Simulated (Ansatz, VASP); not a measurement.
Two plane-wave programs on AlP

INCAR

```
SYSTEM = AlP
PREC = Accurate
ENCUT = 500
EDIFF = 1E-6
ISMEAR = 0
SIGMA = 0.01
LREAL = .FALSE.
LASPH = .TRUE.
NELM = 120
ALGO = Normal
ISIF = 2
LWAVE = .FALSE.
LCHARG = .FALSE.
GGA = PE
NBANDS = 11
GGA_COMPAT = .FALSE.
```

File KPOINTS:

```
Automatic mesh
0
G
  6 6 6
  0 0 0
```

File POSCAR:

```
AlP
1.0
    0.0000000000      2.7255865498      2.7255865498
    2.7255865498      0.0000000000      2.7255865498
    2.7255865498      2.7255865498      0.0000000000
Al P
1 1
Direct
    0.0000000000      0.0000000000      0.0000000000
    0.2500000000      0.2500000000      0.2500000000
```

Input for Ansatz:

```yaml
crystal:
  lattice:
    - [0.0, 2.7255865498, 2.7255865498]
    - [2.7255865498, 0.0, 2.7255865498]
    - [2.7255865498, 2.7255865498, 0.0]
  atoms:
    - { symbol: Al, position: [0.0, 0.0, 0.0] }
    - { symbol: P, position: [0.25, 0.25, 0.25] }
kpoints:
  mp_grid: { grid: [6, 6, 6] }
hamiltonian:
  xc: pbe
scf:
  occupations: { method: fixed }
  n_extra_bands: 4
output:
  forces: true
  stress: true
  eigenvalues: true
```

Alike in both runs: task single point; functional PBE; k mesh 6 × 6 × 6; no spin polarisation.

|  | VASP | Ansatz |
| --- | --- | --- |
| version | VASP 6.6.1 | Ansatz 0.2.0 |
| potentials or method | VASP PAW PBE potentials, release 64 (Al, P) | plane waves, PAW |
| plane-wave cutoff (eV) | 500 | 420 |
| occupations | gaussian, width 0.01 eV | fixed |
| valence electrons in the cell | 8 | 8 |

```csv
,VASP,Ansatz,Ansatz less VASP
gap on the k mesh at the Fermi level (eV),1.57,1.57,+0.002
pressure (GPa),2.7,2.8,+0.10
```
